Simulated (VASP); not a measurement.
H2C3Br: single point with PBE+D3(BJ)

Crystal: H2C3Br.

```
CELL_PARAMETERS angstrom
4.02418 0.00000 0.01604
0.00000 5.71968 0.00000
-2.17104 0.00000 14.26052
ATOMIC_POSITIONS crystal
H 0.72729 0.37122 0.53833
H 0.27271 0.87122 0.96167
H 0.27271 0.62878 0.46167
H 0.72729 0.12878 0.03833
H 0.00079 0.88191 0.33391
H 0.99921 0.38191 0.16609
H 0.99921 0.11809 0.66609
H 0.00079 0.61809 0.83391
C 0.84689 0.20933 0.52128
C 0.15311 0.70933 0.97872
C 0.15311 0.79067 0.47872
C 0.84689 0.29067 0.02128
C 0.84833 0.14111 0.42863
C 0.15167 0.64111 0.07137
C 0.15167 0.85889 0.57137
C 0.84833 0.35889 0.92863
C 0.99971 0.93357 0.40649
C 0.00029 0.43357 0.09351
C 0.00029 0.06643 0.59351
C 0.99971 0.56643 0.90649
Br 0.63870 0.33725 0.32999
Br 0.36130 0.83725 0.17001
Br 0.36130 0.66275 0.67001
Br 0.63870 0.16275 0.82999
```

```json
{
  "Program": "VASP 6.6.1",
  "Task": "single point",
  "Functional": "PBE",
  "Dispersion": "D3(BJ)",
  "Potentials or basis": "VASP PAW PBE potentials, release 64 (H, C, Br)",
  "Cutoff": "520 eV",
  "k mesh": "6 × 4 × 2",
  "Occupations": "gaussian, width 0.02 eV",
  "Spin": "no spin polarisation"
}
```

* Pressure: 0.1 GPa
* Largest force: 0.048 eV/Å
* Band gap on the k mesh: 3.75 eV (least direct gap 3.86 eV)
* Dispersion energy per atom: -0.106 eV

Forces in eV/Å, atoms in the order of the input:
```
H   -0.007  0.014  0.002
H    0.007  0.014 -0.002
H    0.007 -0.014 -0.002
H   -0.007 -0.014  0.002
H    0.001 -0.002 -0.013
H   -0.001 -0.002  0.013
H   -0.001  0.002  0.013
H    0.001  0.002 -0.013
C   -0.023  0.032  0.014
C    0.023  0.032 -0.014
C    0.023 -0.032 -0.014
C   -0.023 -0.032  0.014
C   -0.009  0.021 -0.016
C    0.009  0.021  0.016
C    0.009 -0.021  0.016
C   -0.009 -0.021 -0.016
C    0.004 -0.021 -0.043
C   -0.004 -0.021  0.043
C   -0.004  0.021  0.043
C    0.004  0.021 -0.043
Br  -0.004  0.015 -0.015
Br   0.004  0.015  0.015
Br   0.004 -0.015  0.015
Br  -0.004 -0.015 -0.015
```

Stress tensor (GPa, compression positive):
```
0.00 0.00 0.03
0.00 0.11 0.00
0.03 0.00 0.16
```

Levels at points of the mesh, in eV from the valence-band top:
```tsv
k point	band 40	band 41	band 42	band 43	band 44	band 45
(0.00, 0.00, 0.00)	-0.79	-0.31	-0.01	4.03	4.12	4.12
(0.50, 0.00, 0.00)	-1.04	-0.26	-0.03	3.94	4.07	4.38
(0.00, 0.50, 0.00)	-0.75	-0.07	-0.07	3.93	3.93	4.04
(0.50, 0.50, 0.00)	-0.78	-0.12	-0.12	3.75	3.75	4.07
(0.00, 0.00, 0.50)	-0.79	-0.15	-0.15	4.07	4.07	4.27
(0.50, 0.00, 0.50)	-1.08	-0.15	-0.15	4.02	4.02	4.42
(0.00, 0.50, 0.50)	-0.77	-0.06	-0.06	3.91	3.91	4.05
(0.50, 0.50, 0.50)	-0.79	-0.12	-0.12	3.77	3.77	4.16
```

It took 13 min on 1 thread of Intel(R) Xeon(R) Platinum 8488C (Sapphire Rapids), on a shared host, peak memory 0.55 GiB.

A k mesh can miss the band edges.
